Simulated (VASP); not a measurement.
# BiTe (P1) in VASP: single point with r2SCAN

Aim: the single point of BiTe with r2SCAN.

Everything below comes from runs of VASP 6.6.1. Logs are shortened: lines on timing, memory, paths and dates and some standing lists are left out, and cuts for length are marked.

## 1. The cell of the first run

The typed cell holds 2 atoms: a = 3.879 Å, b = 3.911 Å, c = 3.888 Å, α = 89.98°, β = 89.58°, γ = 91.27°.

## 2. Single point, r2SCAN (atoms moved at random and the cell strained at random)

POSCAR reads:

```
BiTe
1.0
    3.8782658854     -0.0432447745      0.0140917484
   -0.0432447745      3.9106991669      0.0008149987
    0.0140917484      0.0008149987      3.8875726378
Bi Te
1 1
Direct
   -0.0066966642      0.0004909682      0.0015719287
    0.5066966642      0.4995090318      0.4984280713
```

INCAR.step1 reads:

```
  ALGO = Normal
  EDIFF = 1E-4
  ENCUT = 520
  GGA = PE
  ISMEAR = 0
  LASPH = T
  LCHARG = F
  LREAL = F
  LWAVE = T
  NBANDS = 18
  NELM = 100
  PREC = Accurate
  SIGMA = 0.05
```

INCAR.step2 reads:

```
  ALGO = Normal
  EDIFF = 1E-6
  ENCUT = 520
  ISIF = 2
  ISMEAR = 0
  ISTART = 1
  LASPH = T
  LCHARG = F
  LMIXTAU = T
  LREAL = F
  LWAVE = F
  METAGGA = R2SCAN
  NBANDS = 18
  NELM = 100
  PREC = Accurate
  SIGMA = 0.05
```

KPOINTS reads:

```
k-points
0
Gamma
  10 10 10
```

Potentials or basis: VASP PAW PBE potentials, release 64 (Bi_d, Te).

The run is started by

```console
cat potpaw_PBE.64/Bi_d/POTCAR potpaw_PBE.64/Te/POTCAR > POTCAR
cp INCAR.step1 INCAR
mpirun -np 1 vasp_std > vasp.out
cp INCAR.step2 INCAR
mpirun -np 1 vasp_std > vasp.out
```

OUTCAR:

```text
EDIFF = 1E-6
   ENCUT = 520
   ISIF = 2
   ISMEAR = 0
   ISTART = 1
   LASPH = T
   LREAL = F
   METAGGA = R2SCAN
   NELM = 100
   PREC = Accurate

 ion  position               nearest neighbor table
   1  0.993  0.000  0.002-   2 3.30   2 3.33   2 3.35   2 3.37   2 3.38   2 3.38   2 3.43   2 3.43

   2  0.507  0.500  0.498-   1 3.30   1 3.33   1 3.35   1 3.37   1 3.38   1 3.38   1 3.43   1 3.43

  LATTYP: Found a triclinic cell.
 ALAT       =     6.7762976213
 B/A-ratio  =     0.5771497306
 C/A-ratio  =     0.5737053595
 COS(alpha) =     0.0003779352
 COS(beta)  =     0.5697706993
 COS(gamma) =     0.5900759568

  Lattice vectors:

 A1 = (   3.9074189115,  -3.9547589401,  -3.8742958881)
 A2 = (   0.0432447745,  -3.9106991669,  -0.0008149987)
 A3 = (  -0.0140917484,  -0.0008149987,  -3.8875726378)

Analysis of symmetry for initial positions (statically):
=====================================================================
 Subroutine PRICEL returns:
 Original cell was already a primitive cell.

 Routine SETGRP: Setting up the symmetry group for a
 triclinic supercell.

 Subroutine GETGRP returns: Found  1 space group operations
 (whereof  1 operations were pure point group operations)
 out of a pool of  2 trial point group operations.

The static configuration has the point symmetry C_1 .

Analysis of symmetry for dynamics (positions and initial velocities):
=====================================================================
 Subroutine PRICEL returns:
 Original cell was already a primitive cell.

 Routine SETGRP: Setting up the symmetry group for a
 triclinic supercell.

 Subroutine GETGRP returns: Found  1 space group operations
 (whereof  1 operations were pure point group operations)
 out of a pool of  2 trial point group operations.

The dynamic configuration has the point symmetry C_1 .

 Subroutine INISYM returns: Found  1 space group operations
 (whereof  1 operations are pure point group operations),
 and found     1 'primitive' translations

----------------------------------------------------------------------------------------

                                     Primitive cell

  volume of cell :      58.9537

  direct lattice vectors                    reciprocal lattice vectors
     3.878265885 -0.043244774  0.014091748     0.257882399  0.002851876 -0.000935375
    -0.043244774  3.910699167  0.000814999     0.002851876  0.255740301 -0.000063951
     0.014091748  0.000814999  3.887572638    -0.000935375 -0.000063951  0.257233324

  length of vectors
     3.878532579  3.910938346  3.887598263     0.257899864  0.255756209  0.257235033

  position of ions in fractional coordinates (direct lattice)
     0.993303336  0.000490968  0.001571929
     0.506696664  0.499509032  0.498428071

  ion indices of the primitive-cell ions
   primitive index   ion index
                 1           1
                 2           2

----------------------------------------------------------------------------------------

 KPOINTS: k-points

Automatic generation of k-mesh.
 Grid dimensions read from file:
 generate k-points for:   10   10   10

 Generating k-lattice:

  Cartesian coordinates                     Fractional coordinates (reciprocal lattice)
     0.025788240  0.000285188 -0.000093537     0.100000000  0.000000000  0.000000000
     0.000285188  0.025574030 -0.000006395    -0.000000000  0.100000000  0.000000000
    -0.000093537 -0.000006395  0.025723332     0.000000000  0.000000000  0.100000000

  Length of vectors
     0.025789986  0.025575621  0.025723503

  Shift w.r.t. Gamma in fractional coordinates (k-lattice)
     0.000000000  0.000000000  0.000000000

 Subroutine IBZKPT returns following result:
 ===========================================

 Found    504 irreducible k-points:

 Following reciprocal coordinates:
            Coordinates               Weight
  0.000000  0.000000  0.000000      1.000000
  0.100000  0.000000  0.000000      2.000000
  0.200000  0.000000  0.000000      2.000000
  0.300000  0.000000  0.000000      2.000000
  0.400000  0.000000  0.000000      2.000000
  0.500000 -0.000000  0.000000      1.000000
[... 16 lines left out ...]
 -0.400000  0.200000 -0.000000      2.000000
 -0.300000  0.200000 -0.000000      2.000000
 [... further k-points ...]
   k-points           NKPTS =    504   k-points in BZ     NKDIM =    504   number of bands    NBANDS=     18
   number of dos      NEDOS =    301   number of ions     NIONS =      2
   total plane-waves  NPLWV =  27000
   dimension x,y,z NGX =    30 NGY =   30 NGZ =   30
   dimension x,y,z NGXF=    60 NGYF=   60 NGZF=   60
   ions per type =               1   1
   NGX,Y,Z   is equivalent  to a cutoff of  12.86, 12.75, 12.83 a.u.
   NGXF,Y,Z  is equivalent  to a cutoff of  25.72, 25.50, 25.66 a.u.
 SYSTEM =  unknown system
   PREC   = accura    normal or accurate (medium, high low for compatibility)
   ISTART =      1    job   : 0-new  1-cont  2-samecut
   ICHARG =      0    charge: 1-file 2-atom 10-const
   ISPIN  =      1    spin polarized calculation?
   LNONCOLLINEAR =      F non collinear calculations
   LSORBIT =      F    spin-orbit coupling
   LASPH  =      T    aspherical Exc in radial PAW
   ENCUT  =  520.0 eV  38.22 Ry    6.18 a.u.   7.21  7.27  7.23*2*pi/ulx,y,z
   NELM   =    100;   NELMIN=  2; NELMDL=  0     # of ELM steps
   EDIFF  = 0.1E-05   stopping-criterion for ELM
   LREAL  =      F    real-space projection
[... 7 lines left out ...]
   TEBEG  =    0.0;   TEEND  =   0.0 temperature during run
   PSTRESS=    0.0 pullay stress
   NELECT =      21.0000    total number of electrons
   NUPDOWN=      -1.0000    fix difference up-down
   EMIN   =  10.00;   EMAX   =-10.00  energy-range for DOS
   EFERMI =   0.00;   METHOD = LEGACY
   ISMEAR =     0;   SIGMA  =   0.05  broadening in eV -4-tet -1-fermi 0-gaus
   EFERMI_NEDOS =   21; number of points for ismear=-14 and -15
   IALGO  =     38    algorithm
   IMIX   =      4    mixing-type and parameters
     AMIX     =   0.40;   BMIX     =  1.00
     AMIX_MAG =   1.60;   BMIX_MAG =  1.00
  volume/ion in A,a.u.               =      29.48       198.92
  Fermi-wavevector in a.u.,A,eV,Ry     =   1.160497  2.193022 18.323705  1.346754
  Thomas-Fermi vector in A             =   2.297079
   LORBIT       =      0    0 simple, 1 ext, 2 COOP (PROOUT), +10 PAW based schemes
   METAGGA = R2SCAN    functional components
   LHFCALC =     F    Hartree Fock is set to
   AEXX    =    0.0000 exact exchange contribution
   IVDW    =     0    specifies the selected vdW correction
   LEPSILON=     F    determine dielectric tensor
   LRPA    =     F    only Hartree local field effects (RPA)
 non-spin polarized calculation
 Gauss-broadening in eV      SIGMA  =   0.05
  energy-cutoff  :      520.00
  volume of cell :       58.95
 maximum number of plane-waves:      1606
 NGX is ok and might be reduce to    30
   NGX = 15   NGY = 15   NGZ = 15

 number of electron      20.9999997 magnetization

 Free energy of the ion-electron system (eV)
  ---------------------------------------------------
  ext. energy  EPLUGINS =         0.00000000
  ---------------------------------------------------
  free energy    TOTEN  =       -83.69971187 eV

  energy without entropy =      -83.69889122  energy(sigma->0) =      -83.69930155

 E-fermi :   8.1889     XC(G=0): -10.8291

 val. band max:        8.1837017713   @ k =   0.5000   0.3000   0.4000
 cond. band min:       8.1942031314   @ k =   0.5000   0.1000   0.1000
 fundamental gap:      0.0105013601
 Fermi energy:         8.1889251850

 k-point     1 :       0.0000    0.0000    0.0000
  band No.  band energies     occupation
      1     -16.0860      2.00000
      2     -16.0846      2.00000
      3     -16.0303      2.00000
      4     -16.0288      2.00000
      5     -16.0274      2.00000
      6      -6.4017      2.00000
[... 10 lines left out ...]
     17      18.8905      0.00000
     18      19.0493      0.00000

 k-point     2 :       0.1000    0.0000    0.0000
  band No.  band energies     occupation
      1     -16.0849      2.00000
      2     -16.0807      2.00000
      3     -16.0312      2.00000
      4     -16.0299      2.00000
      5     -16.0286      2.00000
      6      -6.3039      2.00000
[... 10 lines left out ...]
     17      18.5713      0.00000
     18      18.9184      0.00000

 k-point     3 :       0.2000    0.0000    0.0000
  band No.  band energies     occupation
      1     -16.0844      2.00000
      2     -16.0680      2.00000
      3     -16.0351      2.00000
      4     -16.0336      2.00000
      5     -16.0290      2.00000
      6      -6.0123      2.00000
[... 10 lines left out ...]
     17      18.3368      0.00000
     18      18.3839      0.00000

 k-point     4 :       0.3000    0.0000    0.0000
  band No.  band energies     occupation
      1     -16.0838      2.00000
      2     -16.0523      2.00000
      3     -16.0403      2.00000
      4     -16.0387      2.00000
      5     -16.0287      2.00000
      6      -5.5343      2.00000
[... 10 lines left out ...]
     17      18.6271      0.00000
     18      18.6556      0.00000

 k-point     5 :       0.4000    0.0000    0.0000
  band No.  band energies     occupation
      1     -16.0833      2.00000
      2     -16.0446      2.00000
      3     -16.0429      2.00000
      4     -16.0394      2.00000
      5     -16.0284      2.00000
      6      -4.8865      2.00000
[... 10 lines left out ...]
     17      19.2373      0.00000
     18      19.2614      0.00000

 k-point     6 :       0.5000   -0.0000    0.0000
  band No.  band energies     occupation
      1     -16.0832      2.00000
      2     -16.0462      2.00000
      3     -16.0445      2.00000
      4     -16.0347      2.00000
      5     -16.0283      2.00000
      6      -4.2173      2.00000
[... 10 lines left out ...]
     17      19.8492      0.00000
     18      19.9506      0.00000

 k-point     7 :       0.0000    0.1000   -0.0000
  band No.  band energies     occupation
      1     -16.0859      2.00000
      2     -16.0802      2.00000
      3     -16.0315      2.00000
      4     -16.0303      2.00000
      5     -16.0276      2.00000
      6      -6.3053      2.00000
[... 10 lines left out ...]
     17      18.5593      0.00000
     18      18.8399      0.00000

 k-point     8 :       0.1000    0.1000   -0.0000
  band No.  band energies     occupation
      1     -16.0832      2.00000
      2     -16.0779      2.00000
      3     -16.0324      2.00000
      4     -16.0312      2.00000
      5     -16.0289      2.00000
      6      -6.2020      2.00000
[... 10 lines left out ...]
     17      17.9382      0.00000
     18      19.3305      0.00000
[... 229 lines left out ...]
     17      16.7853      0.00000
     18      19.1455      0.00000

 k-point    20 :       0.3000    0.2000    0.0000
  band No.  band energies     occupation
      1     -16.0738      2.00000
      2     -16.0467      2.00000
      3     -16.0453      2.00000
      4     -16.0386      2.00000
      5     -16.0334      2.00000
      6      -5.1367      2.00000
[... 10 lines left out ...]
     17      16.5280      0.00000
     18      18.2243      0.00000

 k-point    21 :       0.4000    0.2000    0.0000
  band No.  band energies     occupation
      1     -16.0727      2.00000
      2     -16.0515      2.00000
      3     -16.0424      2.00000
      4     -16.0338      2.00000
      5     -16.0324      2.00000
      6      -4.5042      2.00000
[... 10 lines left out ...]
     17      17.5179      0.00000
     18      18.3640      0.00000

 k-point    22 :       0.5000    0.2000    0.0000
  band No.  band energies     occupation
      1     -16.0724      2.00000
      2     -16.0535      2.00000
      3     -16.0438      2.00000
      4     -16.0331      2.00000
      5     -16.0282      2.00000
      6      -3.9462      2.00000
[... 10 lines left out ...]
     17      17.5530      0.00000
     18      17.7369      0.00000

 k-point    23 :      -0.4000    0.2000   -0.0000
  band No.  band energies     occupation
      1     -16.0727      2.00000
      2     -16.0518      2.00000
      3     -16.0422      2.00000
      4     -16.0338      2.00000
      5     -16.0324      2.00000
      6      -4.6055      2.00000
[... 10 lines left out ...]
     17      17.8261      0.00000
     18      18.0501      0.00000

 k-point    24 :      -0.3000    0.2000   -0.0000
  band No.  band energies     occupation
      1     -16.0738      2.00000
      2     -16.0471      2.00000
      3     -16.0452      2.00000
      4     -16.0382      2.00000
      5     -16.0336      2.00000
      6      -5.2114      2.00000
[... 10 lines left out ...]
     17      16.5967      0.00000
     18      18.6503      0.00000

 [... further k-points ...]
[... 5 lines left out ...]
  --------------------------------------------------------------------------------------
  -------------------------------------------------------------------------------------
  Total        0.3729994      0.0831151      0.2728411      0.0864860      0.0290261     -0.0083348
  in kB       10.1369557      2.2588088      7.4149674      2.3504175      0.7888390     -0.2265131
  external PRESSURE =       6.6035773 kB  Pullay stress =       0.0000000 kB

 VOLUME and BASIS-vectors are now :
 -----------------------------------------------------------------------------
  energy-cutoff  :      520.00
  volume of cell :       58.95
      direct lattice vectors                 reciprocal lattice vectors
     3.878265885 -0.043244774  0.014091748     0.257882399  0.002851876 -0.000935375
    -0.043244774  3.910699167  0.000814999     0.002851876  0.255740301 -0.000063951
     0.014091748  0.000814999  3.887572638    -0.000935375 -0.000063951  0.257233324

 POSITION                                       TOTAL-FORCE (eV/Angst)
 -----------------------------------------------------------------------------------
      3.85230     -0.04103      0.02011        -0.017350      0.008544      0.002108
      1.95053      1.93192      1.94522         0.017350     -0.008544     -0.002108
 -----------------------------------------------------------------------------------
    total drift:                               -0.000389      0.000147      0.000394

  FREE ENERGIE OF THE ION-ELECTRON SYSTEM (eV)
  ---------------------------------------------------
  free  energy   TOTEN  =       -83.6997118735 eV

  energy  without entropy=      -83.6988912208  energy(sigma->0) =      -83.69930155
```

Wall time 9.6 min (1 thread of Intel Xeon 6975P-C (Granite Rapids), shared host); peak memory 0.6 GiB.

What came out:

```
Free energy            : -83.6997 eV
Pressure               : 0.7 GPa
Largest force          : 0.019 eV/Å
Band gap on the k mesh : zero (an odd number of electrons rules out a gap without spin polarisation)
```

Forces in eV/Å, atoms in the order of the input:
```
Bi  -0.017  0.009  0.002
Te   0.017 -0.009 -0.002
```

Levels at points of the mesh, in eV from the Fermi level:
```csv
k point,band 8,band 9,band 10,band 11,band 12,band 13
"(0.00, 0.00, 0.00)",-3.07,-2.92,-2.78,3.36,3.41,4.05
"(0.50, 0.00, 0.00)",-2.02,-1.09,-1.00,-0.93,0.51,0.60
"(0.00, 0.50, 0.00)",-1.94,-1.08,-0.94,-0.83,0.53,0.60
"(0.50, 0.50, 0.00)",-6.07,-6.03,-0.44,1.63,2.73,2.88
"(0.00, 0.00, 0.50)",-1.99,-1.11,-1.02,-0.82,0.44,0.66
"(0.50, 0.00, 0.50)",-6.05,-6.03,-0.49,1.54,2.72,2.77
"(0.00, 0.50, 0.50)",-6.07,-6.06,-0.41,1.62,2.84,2.89
"(0.50, 0.50, 0.50)",-3.66,-3.65,-3.60,-2.87,-2.79,-2.75
```

Caveat: the cell differs from its parent crystal (atoms moved at random and the cell strained at random); the PAW data sets were made with another functional, which shifts forces and pressure a little; spin-orbit coupling is left out, which moves the levels of the heavy elements.
